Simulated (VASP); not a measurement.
# BiB (P1) in VASP: single point with PBE

Aim: the single point of BiB with PBE.

Everything below comes from runs of VASP 6.6.1. Logs are shortened: lines on timing, memory, paths and dates and some standing lists are left out, and cuts for length are marked.

### Step 1. The cell of the first run

The typed cell holds 16 atoms: a = 7.731 Å, b = 7.731 Å, c = 6.375 Å, α = 90.00°, β = 90.00°, γ = 120.00°.

### Step 2. Single point, PBE

File INCAR:

```
  ALGO = Normal
  EDIFF = 1E-6
  ENCUT = 520
  GGA = PE
  ISIF = 2
  ISMEAR = -1
  LASPH = True
  LCHARG = False
  LREAL = Auto
  LWAVE = False
  NBANDS = 86
  NELM = 60
  PREC = Accurate
  SIGMA = 0.052
```

File KPOINTS:

```
k-points
0
Gamma
  3 3 2
```

File POSCAR:

```
BiB
1.0
    7.7311530133      0.0000000000      0.0000000000
   -3.8655765066      6.6953749100      0.0000000000
    0.0000000000      0.0000000000      6.3754468436
B Bi
8 8
Direct
    0.1540675035      0.3269598834     -0.0014965226
    0.3351746754      0.1770074142      0.5019593259
    0.1534474028      0.8165626382     -0.0075233942
    0.3388800238      0.6637383358      0.4968980336
    0.6699275818      0.3334973814     -0.0146869705
    0.8421116289      0.1697329896      0.5071073572
    0.6631703866      0.8201790152      0.0102618689
    0.8159853251      0.6717431153      0.4962939975
    0.1675914882      0.3354163180      0.3770576493
    0.3350363599      0.1699907795      0.8780374360
    0.1663645039      0.8296766163      0.3719841226
    0.3332053782      0.6692732013      0.8766044384
    0.6622995021      0.3282513720      0.3749992838
    0.8344179880      0.1660541814      0.8726193060
    0.6685783936      0.8331067453      0.3736335756
    0.8339151712      0.6692954555      0.8737966352
```

Potentials or basis: VASP PAW PBE potentials, release 64 (B, Bi_d).

Started as:

```console
cat potpaw_PBE.64/B/POTCAR potpaw_PBE.64/Bi_d/POTCAR > POTCAR
mpirun -np 1 vasp_std > vasp.out
```

OUTCAR:

```text
EDIFF = 1E-6
   ENCUT = 520
   GGA = PE
   ISIF = 2
   ISMEAR = -1
   LASPH = True
   LREAL = Auto
   NELM = 60
   PREC = Accurate

 ion  position               nearest neighbor table
   1  0.154  0.327  0.999-  14 2.29  10 2.39   9 2.42  12 2.42
   2  0.335  0.177  0.502-   9 2.32  13 2.34  10 2.40  11 2.47
   3  0.153  0.817  0.992-  16 2.27  12 2.31  11 2.42  10 2.48
   4  0.339  0.664  0.497-   9 2.33  15 2.34  11 2.40  12 2.42
   5  0.670  0.333  0.985-  14 2.34  10 2.34  16 2.36  13 2.48
   6  0.842  0.170  0.507-  14 2.33   9 2.33  15 2.41  13 2.42
   7  0.663  0.820  0.010-  15 2.32  16 2.32  12 2.37  14 2.48
   8  0.816  0.672  0.496-  15 2.21  16 2.41  13 2.43  11 2.48
   9  0.168  0.335  0.377-   2 2.32   4 2.33   6 2.33   1 2.42  11 3.83  13 3.85  15 3.86  14 3.87
                            15 3.87  13 3.88  10 3.88  12 3.89  10 3.89  12 3.90  11 3.91  14 3.91
  10  0.335  0.170  0.878-   5 2.34   1 2.39   2 2.40   3 2.48  13 3.85  14 3.86  16 3.86  12 3.86
                            12 3.87  16 3.87  14 3.88  13 3.88   9 3.88  11 3.89   9 3.89
  11  0.166  0.830  0.372-   4 2.40   3 2.42   2 2.47   8 2.48   9 3.83  12 3.84  13 3.84  15 3.86
                            15 3.87  16 3.88  13 3.89  10 3.89  12 3.89  16 3.90   9 3.91
  12  0.333  0.669  0.877-   3 2.31   7 2.37   1 2.42   4 2.42  11 3.84  14 3.86  16 3.86  10 3.86
                            10 3.87  16 3.87  14 3.87  15 3.88   9 3.89  11 3.89   9 3.90  15 3.91
  13  0.662  0.328  0.375-   2 2.34   6 2.42   8 2.43   5 2.48  11 3.84  10 3.85  15 3.85   9 3.85
                            15 3.88   9 3.88  14 3.88  10 3.88  11 3.89  14 3.91  16 3.91
  14  0.834  0.166  0.873-   1 2.29   6 2.33   5 2.34   7 2.48  16 3.84  10 3.86  12 3.86   9 3.87
                            12 3.87  10 3.88  13 3.88  15 3.88  16 3.89  15 3.90  13 3.91   9 3.91
  15  0.669  0.833  0.374-   8 2.21   7 2.32   4 2.34   6 2.41  13 3.85   9 3.86  11 3.86  11 3.87
                             9 3.87  16 3.87  16 3.88  13 3.88  12 3.88  14 3.88  14 3.90  12 3.91
  16  0.834  0.669  0.874-   3 2.27   7 2.32   5 2.36   8 2.41  14 3.84  10 3.86  12 3.86  12 3.87
                            10 3.87  15 3.87  15 3.88  11 3.88  14 3.89  11 3.90  13 3.91

  LATTYP: Found a hexagonal cell.
 ALAT       =     7.7311530133
 C/A-ratio  =     0.8246437281

  Lattice vectors:

 A1 = (   7.7311530133,   0.0000000000,   0.0000000000)
 A2 = (  -3.8655765066,   6.6953749100,   0.0000000000)
 A3 = (   0.0000000000,   0.0000000000,   6.3754468436)

Analysis of symmetry for initial positions (statically):
=====================================================================
 Subroutine PRICEL returns:
 Original cell was already a primitive cell.

 Routine SETGRP: Setting up the symmetry group for a
 hexagonal supercell.

 Subroutine GETGRP returns: Found  1 space group operations
 (whereof  1 operations were pure point group operations)
 out of a pool of 24 trial point group operations.

The static configuration has the point symmetry C_1 .

Analysis of symmetry for dynamics (positions and initial velocities):
=====================================================================
 Subroutine PRICEL returns:
 Original cell was already a primitive cell.

 Routine SETGRP: Setting up the symmetry group for a
 hexagonal supercell.

 Subroutine GETGRP returns: Found  1 space group operations
 (whereof  1 operations were pure point group operations)
 out of a pool of 24 trial point group operations.

The dynamic configuration has the point symmetry C_1 .

 Subroutine INISYM returns: Found  1 space group operations
 (whereof  1 operations are pure point group operations),
 and found     1 'primitive' translations

----------------------------------------------------------------------------------------

                                     Primitive cell

  volume of cell :     330.0121

  direct lattice vectors                    reciprocal lattice vectors
     7.731153013  0.000000000  0.000000000     0.129346813  0.074678417  0.000000000
    -3.865576507  6.695374910  0.000000000     0.000000000  0.149356834  0.000000000
     0.000000000  0.000000000  6.375446844     0.000000000  0.000000000  0.156851751

  length of vectors
     7.731153013  7.731153013  6.375446844     0.149356834  0.149356834  0.156851751

  position of ions in fractional coordinates (direct lattice)
     0.154067504  0.326959883  0.998503477
     0.335174675  0.177007414  0.501959326
     0.153447403  0.816562638  0.992476606
     0.338880024  0.663738336  0.496898034
     0.669927582  0.333497381  0.985313029
     0.842111629  0.169732990  0.507107357
[... 8 lines left out ...]
     0.668578394  0.833106745  0.373633576
     0.833915171  0.669295455  0.873796635

  ion indices of the primitive-cell ions
   primitive index   ion index
                 1           1
                 2           2
                 3           3
                 4           4
                 5           5
                 6           6
[... 8 lines left out ...]
                15          15
                16          16

----------------------------------------------------------------------------------------

 KPOINTS: k-points

Automatic generation of k-mesh.
 Grid dimensions read from file:
 generate k-points for:    3    3    2

 Generating k-lattice:

  Cartesian coordinates                     Fractional coordinates (reciprocal lattice)
     0.043115604  0.024892806  0.000000000     0.333333333  0.000000000  0.000000000
     0.000000000  0.049785611  0.000000000     0.000000000  0.333333333  0.000000000
     0.000000000  0.000000000  0.078425875     0.000000000  0.000000000  0.500000000

  Length of vectors
     0.049785611  0.049785611  0.078425875

  Shift w.r.t. Gamma in fractional coordinates (k-lattice)
     0.000000000  0.000000000  0.000000000

 Subroutine IBZKPT returns following result:
 ===========================================

 Found     10 irreducible k-points:

 Following reciprocal coordinates:
            Coordinates               Weight
  0.000000  0.000000  0.000000      1.000000
  0.333333 -0.000000  0.000000      2.000000
  0.000000  0.333333  0.000000      2.000000
 -0.333333  0.333333  0.000000      2.000000
  0.333333  0.333333  0.000000      2.000000
  0.000000  0.000000  0.500000      1.000000
  0.333333 -0.000000  0.500000      2.000000
  0.000000  0.333333  0.500000      2.000000
 -0.333333  0.333333  0.500000      2.000000
  0.333333  0.333333  0.500000      2.000000
   k-points           NKPTS =     10   k-points in BZ     NKDIM =     10   number of bands    NBANDS=     86
   number of dos      NEDOS =    301   number of ions     NIONS =     16
   total plane-waves  NPLWV = 172800
   dimension x,y,z NGX =    60 NGY =   60 NGZ =   48
   dimension x,y,z NGXF=   120 NGYF=  120 NGZF=   96
   ions per type =               8   8
   NGX,Y,Z   is equivalent  to a cutoff of  12.90, 12.90, 12.52 a.u.
   NGXF,Y,Z  is equivalent  to a cutoff of  25.80, 25.80, 25.03 a.u.
 SYSTEM =  unknown system
   PREC   = accura    normal or accurate (medium, high low for compatibility)
   ISTART =      0    job   : 0-new  1-cont  2-samecut
   ICHARG =      2    charge: 1-file 2-atom 10-const
   ISPIN  =      1    spin polarized calculation?
   LNONCOLLINEAR =      F non collinear calculations
   LSORBIT =      F    spin-orbit coupling
   LASPH  =      T    aspherical Exc in radial PAW
   ENCUT  =  520.0 eV  38.22 Ry    6.18 a.u.  14.37 14.37 11.85*2*pi/ulx,y,z
   NELM   =     60;   NELMIN=  2; NELMDL= -5     # of ELM steps
   EDIFF  = 0.1E-05   stopping-criterion for ELM
   LREAL  =      T    real-space projection
   EDIFFG = 0.1E-04   stopping-criterion for IOM
   NSW    =      0    number of steps for IOM
   IBRION =     -1    ionic relax: 0-MD 1-quasi-New 2-CG
   NFREE  =      0    steps in history (QN), initial steepest desc. (CG)
   ISIF   =      2    stress and relaxation
   ISYM   =      2    0-nonsym 1-usesym 2-fastsym
   POTIM  = 0.5000    time-step for ionic-motion
   TEBEG  =    0.0;   TEEND  =   0.0 temperature during run
   PSTRESS=    0.0 pullay stress
   NELECT =     144.0000    total number of electrons
   NUPDOWN=      -1.0000    fix difference up-down
   EMIN   =  10.00;   EMAX   =-10.00  energy-range for DOS
   EFERMI =   0.00;   METHOD = LEGACY
   ISMEAR =    -1;   SIGMA  =   0.05  broadening in eV -4-tet -1-fermi 0-gaus
   EFERMI_NEDOS =   21; number of points for ismear=-14 and -15
   IALGO  =     38    algorithm
   IMIX   =      4    mixing-type and parameters
     AMIX     =   0.40;   BMIX     =  1.00
     AMIX_MAG =   1.60;   BMIX_MAG =  1.00
  volume/ion in A,a.u.               =      20.63       139.19
  Fermi-wavevector in a.u.,A,eV,Ry     =   1.241707  2.346486 20.977950  1.541836
  Thomas-Fermi vector in A             =   2.376093
   LORBIT       =      0    0 simple, 1 ext, 2 COOP (PROOUT), +10 PAW based schemes
   GGA     = PE    functional components
   LHFCALC =     F    Hartree Fock is set to
   AEXX    =    0.0000 exact exchange contribution
   IVDW    =     0    specifies the selected vdW correction
   LEPSILON=     F    determine dielectric tensor
   LRPA    =     F    only Hartree local field effects (RPA)
 non-spin polarized calculation
  energy-cutoff  :      520.00
  volume of cell :      330.01
 maximum number of plane-waves:      8909
 NGX is ok and might be reduce to    60
   NGX = 29   NGY = 29   NGZ = 23

 number of electron     144.0000015 magnetization

 Free energy of the ion-electron system (eV)
  ---------------------------------------------------
  ext. energy  EPLUGINS =         0.00000000
  ---------------------------------------------------
  free energy    TOTEN  =       -71.29907136 eV

  energy without entropy =      -71.29220965  energy(sigma->0) =      -71.29564050

 E-fermi :   7.3498     XC(G=0): -10.0373

 val. band max:        7.2812296264   @ k =   0.0000   0.0000   0.0000
 cond. band min:       7.4184533825   @ k =   0.0000   0.0000   0.0000
 fundamental gap:      0.1372237561
 Fermi energy:         7.3497819337

 k-point     1 :       0.0000    0.0000    0.0000
  band No.  band energies     occupation
      1     -16.0743      2.00000
      2     -16.0554      2.00000
      3     -16.0517      2.00000
      4     -16.0325      2.00000
      5     -16.0288      2.00000
      6     -16.0230      2.00000
[... 859 lines left out ...]
     83      10.6000      0.00000
     84      10.6554      0.00000
 [bands above 84 left out]

------------------------ aborting loop because EDIFF is reached ----------------------------------------

  FORCE on cell =-STRESS in cart. coord.  units (eV):
  Direction    XX          YY          ZZ          XY          YZ          ZX
  --------------------------------------------------------------------------------------
  -------------------------------------------------------------------------------------
  Total        7.7054475      2.6796577      0.5748064     -0.2757271      0.4362125      0.8376194
  in kB       37.4092198     13.0094851      2.7906308     -1.3386292      2.1177706      4.0665631
  external PRESSURE =      17.7364452 kB  Pullay stress =       0.0000000 kB

 VOLUME and BASIS-vectors are now :
 -----------------------------------------------------------------------------
  energy-cutoff  :      520.00
  volume of cell :      330.01
      direct lattice vectors                 reciprocal lattice vectors
     7.731153013  0.000000000  0.000000000     0.129346813  0.074678417  0.000000000
    -3.865576507  6.695374910  0.000000000     0.000000000  0.149356834  0.000000000
     0.000000000  0.000000000  6.375446844     0.000000000  0.000000000  0.156851751

 POSITION                                       TOTAL-FORCE (eV/Angst)
 -----------------------------------------------------------------------------------
     -0.07277      2.18912      6.36591         0.758613      0.571062      0.277163
      1.90705      1.18513      3.20021         0.197731     -0.830580     -0.084890
     -1.97016      5.46719      6.32748         0.478731      1.211198      0.468634
      0.05420      4.44398      3.16795        -0.474008      0.382055      0.310572
      3.89015      2.23289      6.28181        -0.143289     -0.019200      0.776716
      5.85438      1.13643      3.23304        -0.517902     -0.159009     -0.425639
[... 8 lines left out ...]
      1.94844      5.57796      2.38208        -0.886539      0.772246      0.006535
      3.85991      4.48118      5.57084        -0.392086     -0.549911     -0.560914
 -----------------------------------------------------------------------------------
    total drift:                                0.000022     -0.009679      0.007342

  FREE ENERGIE OF THE ION-ELECTRON SYSTEM (eV)
  ---------------------------------------------------
  free  energy   TOTEN  =       -71.2990713568 eV

  energy  without entropy=      -71.2922096477  energy(sigma->0) =      -71.29564050
```

It took 14 min on 1 thread of Oxide Virtual Turin-like, shared host; peak memory 0.47 GiB.

What came out:

```yaml
Free_energy: -71.2991 eV
Pressure: 1.8 GPa
Largest_force: 2.096 eV/Å
Band_gap_on_the_k_mesh: 0.14 eV
```

Forces in eV/Å, atoms in the order of the input:
```
B    0.759  0.571  0.277
B    0.198 -0.831 -0.085
B    0.479  1.211  0.469
B   -0.474  0.382  0.311
B   -0.143 -0.019  0.777
B   -0.518 -0.159 -0.426
B   -0.322  0.750 -0.498
B    1.903 -0.794  0.374
Bi   0.022 -0.104 -0.457
Bi  -0.302 -0.543 -0.150
Bi  -0.525  0.188  0.278
Bi   0.254 -0.647 -0.314
Bi   0.273  0.513 -0.268
Bi  -0.324 -0.741  0.267
Bi  -0.887  0.772  0.007
Bi  -0.392 -0.550 -0.561
```

Caveat: the k points lie up to 0.49 Å⁻¹ apart; the atoms stand as in a frame of molecular dynamics; the structure was generated, so it needn't be the stable form of BiB; spin-orbit coupling is left out, which moves the levels of the heavy elements; forces of over 1 eV/Å act on the atoms, so gaps and moduli don't describe the material at rest.
